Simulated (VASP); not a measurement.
# ClO (P1) in VASP: a series of runs, part 3 of 3

VASP 6.6.1. Earlier steps stand in the parts before.

## (4) Single point, r2SCAN+D3(BJ)

Contents of POSCAR:

```
ClO
1.0
    3.1963500000      0.0011600000      0.0028800000
    0.0011600000      3.1796500000     -0.0047000000
    0.0028800000     -0.0047000000      3.1797200000
Cl O
1 1
Direct
    0.9920200000      0.9844800000      0.9975100000
    0.4982681671      0.5188820120      0.4912374396
```

Contents of INCAR.step1:

```
SYSTEM = ClO
PREC = Accurate
ENCUT = 520
ISMEAR = 0
SIGMA = 0.05
LREAL = .FALSE.
LASPH = .TRUE.
NELM = 80
NBANDS = 14
GGA = PE
ALGO = Normal
EDIFF = 1E-4
LWAVE = .TRUE.
LCHARG = .FALSE.
```

Contents of INCAR.step2:

```
SYSTEM = ClO
PREC = Accurate
ENCUT = 520
EDIFF = 1E-6
ISMEAR = 0
SIGMA = 0.05
LREAL = .FALSE.
LASPH = .TRUE.
NELM = 80
ALGO = Normal
ISIF = 2
LWAVE = .FALSE.
LCHARG = .FALSE.
METAGGA = R2SCAN
LMIXTAU = .TRUE.
IVDW = 12
VDW_S6 = 1.0
VDW_S8 = 0.78981345
VDW_A1 = 0.49484001
VDW_A2 = 5.73083694
NBANDS = 14
ISTART = 1
```

Contents of KPOINTS:

```
regular mesh
0
G
  6 6 6
  0 0 0
```

Potentials or basis: VASP PAW PBE potentials, release 64 (Cl, O).

The run is started by

```bash
$ cat potpaw_PBE.64/Cl/POTCAR potpaw_PBE.64/O/POTCAR > POTCAR
$ cp INCAR.step1 INCAR
$ mpirun -np 1 vasp_std > vasp.out
$ cp INCAR.step2 INCAR
$ mpirun -np 1 vasp_std > vasp.out
```

OUTCAR:

```text
SYSTEM = ClO
   PREC = Accurate
   ENCUT = 520
   EDIFF = 1E-6
   ISMEAR = 0
   LREAL = .FALSE.
   LASPH = .TRUE.
   NELM = 80
   ISIF = 2
   METAGGA = R2SCAN
   IVDW = 12
   ISTART = 1
 IVDW          = 12

 ion  position               nearest neighbor table
   1  0.992  0.984  0.998-
   2  0.498  0.519  0.491-

  LATTYP: Found a triclinic cell.
 ALAT       =     3.1796536852
 B/A-ratio  =     1.4184466603
 C/A-ratio  =     1.0000223586
 COS(alpha) =     0.0008038485
 COS(beta)  =     0.0029559294
 COS(gamma) =     0.7055113482
[... 599 lines left out ...]

 Edisp (eV)   -0.14415

 E8    (eV) :    -0.0321

  FORCE on cell =-STRESS in cart. coord.  units (eV):
  Direction    XX          YY          ZZ          XY          YZ          ZX
  --------------------------------------------------------------------------------------
  -------------------------------------------------------------------------------------
  Total      -2.60376    -2.51560    -2.53301    -0.01698    -0.01730     0.03228
  in kB    -129.08947  -124.71841  -125.58193    -0.84171    -0.85771     1.60061
  external pressure =     -126.46 kB  Pullay stress =        0.00 kB

 VOLUME and BASIS-vectors are now :
 -----------------------------------------------------------------------------
  energy-cutoff  :      520.00
  volume of cell :       32.32
      direct lattice vectors                 reciprocal lattice vectors
     3.196350000  0.001160000  0.002880000     0.312857149 -0.000114556 -0.000283537
     0.001160000  3.179650000 -0.004700000    -0.000114556  0.314500753  0.000464973
     0.002880000 -0.004700000  3.179720000    -0.000283537  0.000464973  0.314494044

 POSITION                                       TOTAL-FORCE (eV/Angst)
 -----------------------------------------------------------------------------------
      3.17486      3.12676      3.17003        -0.052292     -0.313932      0.050640
      1.59466      1.64813      1.56099         0.052292      0.313932     -0.050640
 -----------------------------------------------------------------------------------
    total drift:                                0.002554     -0.004137      0.002759

  FREE ENERGIE OF THE ION-ELECTRON SYSTEM (eV)
  ---------------------------------------------------
  free  energy   TOTEN  =        -8.0339847985 eV

  energy  without entropy=       -8.0295771215  energy(sigma->0) =       -8.03178096
```

It took 34 s on 1 thread of Intel Xeon 6975P-C (Granite Rapids), shared host; peak memory 0.18 GiB.

What came out:

```
Free energy                : -8.0340 eV
Pressure                   : -12.6 GPa
Largest force              : 0.322 eV/Å
Dispersion energy per atom : -0.072 eV
```

Forces on the atoms (eV/Å):
```
Cl  -0.052 -0.314  0.051
O    0.052  0.314 -0.051
```

Levels at points of the mesh, in eV from the Fermi level:
```tsv
k point	band 3	band 4	band 5	band 6	band 7	band 8	band 9	band 10
(0.00, 0.00, 0.00)	-2.28	-2.22	-2.18	0.78	0.83	0.84	10.56	10.65
(0.50, 0.00, 0.00)	-3.02	-1.47	-0.81	-0.77	-0.61	-0.53	12.24	13.65
(0.00, 0.50, 0.00)	-3.06	-1.43	-1.01	-0.97	-0.45	-0.41	12.25	13.74
(0.50, 0.50, 0.00)	-4.51	-4.48	-0.62	-0.30	0.53	0.54	11.05	12.74
(0.00, 0.00, 0.50)	-3.05	-1.49	-0.83	-0.77	-0.64	-0.52	12.26	13.68
(0.50, 0.00, 0.50)	-4.53	-4.51	-0.61	-0.30	0.55	0.56	11.10	12.74
(0.00, 0.50, 0.50)	-4.49	-4.49	-0.63	-0.33	0.50	0.52	11.00	12.72
(0.50, 0.50, 0.50)	-2.85	-2.81	-2.71	-1.80	-1.67	-1.65	13.36	13.43
```

Caveat: three body term missing; the PAW data sets were made with another functional, which shifts forces and pressure a little; an odd number of electrons without spin polarisation forces a metal; a magnetic or distorted state may lie lower; pairwise dispersion overbinds metals, which lowers pressure and volume.

## (5) Single point, r2SCAN+D3(BJ)

Edit POSCAR of step 4 so:

```diff
@@ -9,2 +9,2 @@
     0.9920200000      0.9844800000      0.9975100000
-    0.4982681671      0.5188820120      0.4912374396
+    0.4982718329      0.5088179880      0.4912225604
```

Contents of INCAR.step1:

```
  PREC = Accurate
  ENCUT = 520
  ISMEAR = 0
  SIGMA = 0.05
  LREAL = False
  LASPH = True
  NELM = 100
  NBANDS = 14
  GGA = PE
  ALGO = Normal
  EDIFF = 1E-4
  LWAVE = True
  LCHARG = False
```

Contents of INCAR.step2:

```
  PREC = Accurate
  ENCUT = 520
  EDIFF = 1E-6
  ISMEAR = 0
  SIGMA = 0.05
  LREAL = False
  LASPH = True
  NELM = 100
  ALGO = Normal
  ISIF = 2
  LWAVE = False
  LCHARG = True
  METAGGA = R2SCAN
  LMIXTAU = True
  IVDW = 12
  VDW_S6 = 1.0
  VDW_S8 = 0.78981345
  VDW_A1 = 0.49484001
  VDW_A2 = 5.73083694
  LELF = True
  LVHAR = True
  NBANDS = 14
  ISTART = 1
```

Contents of KPOINTS:

```
Automatic mesh
0
Gamma
  6 6 6
```

The run is started by

```bash
$ cat potpaw_PBE.64/Cl/POTCAR potpaw_PBE.64/O/POTCAR > POTCAR
$ cp INCAR.step1 INCAR
$ mpirun -np 1 vasp_std > vasp.out
$ cp INCAR.step2 INCAR
$ mpirun -np 1 vasp_std > vasp.out
```

It took 33 s on 1 thread of Intel Xeon 6975P-C (Granite Rapids), shared host; peak memory 0.18 GiB.

It converged, with:

| Item | Value |
| --- | --- |
| Free energy | -8.0256 eV |
| Pressure | -12.6 GPa |
| Largest force | 0.227 eV/Å |
| Dispersion energy per atom | -0.072 eV |

Forces on the atoms (eV/Å):
```
Cl  -0.053 -0.215  0.052
O    0.053  0.215 -0.052
```

Stress tensor (GPa, compression positive):
```
-12.92  -0.04   0.15
 -0.04 -12.46  -0.13
  0.15  -0.13 -12.56
```

Levels at points of the mesh, in eV from the Fermi level:
```csv
k point,band 2,band 3,band 4,band 5,band 6,band 7,band 8,band 9,band 10,band 11
"(0.00, 0.00, 0.00)",-14.46,-2.25,-2.20,-2.17,0.82,0.84,0.85,10.58,10.64,12.04
"(0.50, 0.00, 0.00)",-15.05,-3.00,-1.43,-0.79,-0.77,-0.59,-0.54,12.27,13.68,16.35
"(0.00, 0.50, 0.00)",-15.01,-3.03,-1.41,-0.92,-0.89,-0.50,-0.47,12.28,13.74,16.46
"(0.50, 0.50, 0.00)",-14.49,-4.49,-4.47,-0.60,-0.28,0.54,0.55,11.07,12.75,15.38
"(0.00, 0.00, 0.50)",-15.03,-3.03,-1.44,-0.81,-0.77,-0.62,-0.54,12.28,13.72,16.33
"(0.50, 0.00, 0.50)",-14.49,-4.50,-4.48,-0.60,-0.28,0.55,0.57,11.10,12.75,15.38
"(0.00, 0.50, 0.50)",-14.47,-4.48,-4.47,-0.61,-0.31,0.52,0.53,11.02,12.73,15.31
"(0.50, 0.50, 0.50)",-14.03,-2.77,-2.74,-2.69,-1.79,-1.71,-1.70,13.39,13.45,13.50
```

Caveat: three body term missing; the PAW data sets were made with another functional, which shifts forces and pressure a little; an odd number of electrons without spin polarisation forces a metal; a magnetic or distorted state may lie lower; pairwise dispersion overbinds metals, which lowers pressure and volume.

## (6) Single point, r2SCAN+D3(BJ)

This run uses another cell than the first one, of 16.24 Å³/atom, 1.005 times its volume.

Contents of POSCAR:

```
ClO
1.0
    3.2016683958      0.0011619301      0.0028847920
    0.0011619301      3.1849406088     -0.0047078203
    0.0028847920     -0.0047078203      3.1850107252
Cl O
1 1
Direct
    0.9920200000      0.9844800000      0.9975100000
    0.4982700000      0.5138500000      0.4912300000
```

Contents of INCAR.step1:

```
SYSTEM = ClO
  PREC = Accurate
  ENCUT = 520
  ISMEAR = 0
  SIGMA = 0.05
  LREAL = .FALSE.
  LASPH = .TRUE.
  NELM = 60
  NBANDS = 14
  GGA = PE
  ALGO = Normal
  EDIFF = 1E-4
  LWAVE = .TRUE.
  LCHARG = .FALSE.
```

Contents of INCAR.step2:

```
SYSTEM = ClO
  PREC = Accurate
  ENCUT = 520
  EDIFF = 1E-6
  ISMEAR = 0
  SIGMA = 0.05
  LREAL = .FALSE.
  LASPH = .TRUE.
  NELM = 60
  ALGO = Normal
  ISIF = 2
  LWAVE = .FALSE.
  LCHARG = .FALSE.
  METAGGA = R2SCAN
  LMIXTAU = .TRUE.
  IVDW = 12
  VDW_S6 = 1.0
  VDW_S8 = 0.78981345
  VDW_A1 = 0.49484001
  VDW_A2 = 5.73083694
  NBANDS = 14
  ISTART = 1
```

Contents of KPOINTS:

```
Automatic mesh
0
G
  6 6 6
  0 0 0
```

Potentials or basis: VASP PAW PBE potentials, release 64 (Cl, O).

The run is started by

```bash
$ cat potpaw_PBE.64/Cl/POTCAR potpaw_PBE.64/O/POTCAR > POTCAR
$ cp INCAR.step1 INCAR
$ mpirun -np 1 vasp_std > vasp.out
$ cp INCAR.step2 INCAR
$ mpirun -np 1 vasp_std > vasp.out
```

OUTCAR:

```text
SYSTEM = ClO
   PREC = Accurate
   ENCUT = 520
   EDIFF = 1E-6
   ISMEAR = 0
   LREAL = .FALSE.
   LASPH = .TRUE.
   NELM = 60
   ISIF = 2
   METAGGA = R2SCAN
   IVDW = 12
   ISTART = 1
 IVDW          = 12

 ion  position               nearest neighbor table
   1  0.992  0.984  0.998-
   2  0.498  0.514  0.491-

  LATTYP: Found a triclinic cell.
 ALAT       =     3.1849443002
 B/A-ratio  =     1.4184466603
 C/A-ratio  =     1.0000223586
 COS(alpha) =     0.0008038485
 COS(beta)  =     0.0029559294
 COS(gamma) =     0.7055113482
[... 599 lines left out ...]

 Edisp (eV)   -0.14351

 E8    (eV) :    -0.0319

  FORCE on cell =-STRESS in cart. coord.  units (eV):
  Direction    XX          YY          ZZ          XY          YZ          ZX
  --------------------------------------------------------------------------------------
  -------------------------------------------------------------------------------------
  Total      -2.63560    -2.54467    -2.56515    -0.01250    -0.02132     0.03131
  in kB    -130.01766  -125.53224  -126.54250    -0.61660    -1.05163     1.54473
  external pressure =     -127.36 kB  Pullay stress =        0.00 kB

 VOLUME and BASIS-vectors are now :
 -----------------------------------------------------------------------------
  energy-cutoff  :      520.00
  volume of cell :       32.48
      direct lattice vectors                 reciprocal lattice vectors
     3.201668396  0.001161930  0.002884792     0.312337452 -0.000114365 -0.000283066
     0.001161930  3.184940609 -0.004707820    -0.000114365  0.313978325  0.000464200
     0.002884792 -0.004707820  3.185010725    -0.000283066  0.000464200  0.313971628

 POSITION                                       TOTAL-FORCE (eV/Angst)
 -----------------------------------------------------------------------------------
      3.18014      3.13197      3.17531        -0.052477     -0.264287      0.051688
      1.59731      1.63485      1.56359         0.052477      0.264287     -0.051688
 -----------------------------------------------------------------------------------
    total drift:                                0.002467     -0.004206      0.002796

  FREE ENERGIE OF THE ION-ELECTRON SYSTEM (eV)
  ---------------------------------------------------
  free  energy   TOTEN  =        -8.0167632788 eV

  energy  without entropy=       -8.0122973727  energy(sigma->0) =       -8.01453033
```

OUTCAR.step1:

```text
SYSTEM = ClO
   PREC = Accurate
   ENCUT = 520
   ISMEAR = 0
   LREAL = .FALSE.
   LASPH = .TRUE.
[... 634 lines left out ...]
      3.18014      3.13197      3.17531        -0.051035     -0.250861      0.048011
      1.59731      1.63485      1.56359         0.051035      0.250861     -0.048011
 -----------------------------------------------------------------------------------
    total drift:                                0.000073      0.001514     -0.000673

  FREE ENERGIE OF THE ION-ELECTRON SYSTEM (eV)
  ---------------------------------------------------
  free  energy   TOTEN  =        -3.0417264132 eV

  energy  without entropy=       -3.0371930151  energy(sigma->0) =       -3.03945971
```

OSZICAR.step1:

```text
N       E                     dE             d eps       ncg     rms          rms(c)
DAV:   1     0.453180939979E+02    0.45318E+02   -0.60869E+03  3152   0.782E+02
DAV:   2    -0.175443264868E+01   -0.47073E+02   -0.45208E+02  4464   0.167E+02
DAV:   3    -0.371374949535E+01   -0.19593E+01   -0.19216E+01  3778   0.299E+01
DAV:   4    -0.372382574067E+01   -0.10076E-01   -0.10075E-01  3652   0.271E+00
DAV:   5    -0.372390005270E+01   -0.74312E-04   -0.74312E-04  3742   0.230E-01    0.845E+00
DAV:   6    -0.663990366770E+01   -0.29160E+01   -0.68717E+01  3326   0.246E+01    0.137E+01
DAV:   7    -0.324176006796E+01    0.33981E+01   -0.72438E+00  3688   0.103E+01    0.524E+00
DAV:   8    -0.398630250852E+01   -0.74454E+00   -0.14099E+01  3268   0.120E+01    0.936E+00
DAV:   9    -0.315394082776E+01    0.83236E+00   -0.23608E+00  3586   0.526E+00    0.364E+00
DAV:  10    -0.304001218075E+01    0.11393E+00   -0.11924E+00  3304   0.361E+00    0.423E-01
DAV:  11    -0.304511897974E+01   -0.51068E-02   -0.80350E-02  3478   0.106E+00    0.564E-01
DAV:  12    -0.304198031825E+01    0.31387E-02   -0.13199E-02  3688   0.373E-01    0.209E-01
DAV:  13    -0.304179555176E+01    0.18477E-03   -0.94987E-04  3184   0.168E-01    0.874E-02
DAV:  14    -0.304172641321E+01    0.69139E-04   -0.82383E-04  1574   0.928E-02
   1 F= -.30417264E+01 E0= -.30394597E+01  d E =-.453340E-02
```

Wall time 37 s (1 thread of Intel Xeon 6975P-C (Granite Rapids), shared host); peak memory 0.18 GiB.

Results:

```yaml
Free_energy: -8.0168 eV
Pressure: -12.7 GPa
Largest_force: 0.274 eV/Å
Dispersion_energy_per_atom: -0.072 eV
```

Forces in eV/Å, atoms in the order of the input:
```
Cl  -0.052 -0.264  0.052
O    0.052  0.264 -0.052
```

Caveat: three body term missing; the PAW data sets were made with another functional, which shifts forces and pressure a little; an odd number of electrons without spin polarisation forces a metal; a magnetic or distorted state may lie lower; pairwise dispersion overbinds metals, which lowers pressure and volume.
